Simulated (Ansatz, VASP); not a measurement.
# Ge in VASP and in Ansatz

Contents of INCAR:

```
SYSTEM = Ge
PREC = Accurate ; ENCUT = 520
EDIFF = 1E-6 ; ISMEAR = -1
SIGMA = 0.05 ; LREAL = .FALSE.
LASPH = .TRUE. ; NELM = 100
ALGO = Normal ; ISIF = 2
LWAVE = .FALSE. ; LCHARG = .TRUE.
GGA = CA ; LELF = .TRUE.
LVHAR = .TRUE. ; NBANDS = 21
```

Contents of KPOINTS:

```
regular mesh
0
G
  10 10 10
  0 0 0
```

File POSCAR:

```
Ge
1.0
    0.0000000000      2.7905386918      2.7905386918
    2.7905386918      0.0000000000      2.7905386918
    2.7905386918      2.7905386918      0.0000000000
Ge
2
Direct
    0.5000000000      0.5000000000      0.5000000000
    0.7500000000      0.7500000000      0.7500000000
```

Input for Ansatz:

```yaml
crystal:
  lattice:
    - [0.0, 2.7905386918, 2.7905386918]
    - [2.7905386918, 0.0, 2.7905386918]
    - [2.7905386918, 2.7905386918, 0.0]
  atoms:
    - { symbol: Ge, position: [0.5, 0.5, 0.5] }
    - { symbol: Ge, position: [0.75, 0.75, 0.75] }
kpoints:
  mp_grid: { grid: [10, 10, 10] }
  band_path:
    path:
      - [0.0, 0.0, 0.0]
      - [0.5, 0.0, 0.5]
      - [0.625, 0.25, 0.625]
      - [0.375, 0.375, 0.75]
      - [0.0, 0.0, 0.0]
      - [0.5, 0.5, 0.5]
      - [0.5, 0.25, 0.75]
      - [0.5, 0.0, 0.5]
    npoints: 5
scf:
  occupations: { method: fermi_dirac, width: 0.05 }
hamiltonian:
  xc: lda
  pseudopotentials: { kind: all_electron, lapw: { basis_error: 0.00025 } }
output:
  forces: true
  stress: true
  eigenvalues: true
```

Change from the starting cell: volume scaled by 0.96.

Alike in both runs: task single point; functional LDA; k mesh 10 × 10 × 10; occupations fermi-dirac, width 0.05 eV; no spin polarisation.

```csv
,VASP,Ansatz
version,VASP 6.6.1,Ansatz 0.2.0
potentials or method,"VASP PAW LDA potentials, release 64 (Ge_d), cutoff 520 eV","all-electron LAPW, scalar-relativistic"
```

|  | VASP | Ansatz | Ansatz less VASP |
| --- | --- | --- | --- |
| pressure (GPa) | 1.9 | 1.7 | -0.25 |

LDA's correlation is that of Perdew and Zunger in VASP and of Perdew and Wang (1992) in Ansatz. Ansatz ran all-electron here, and VASP with PAW potentials.
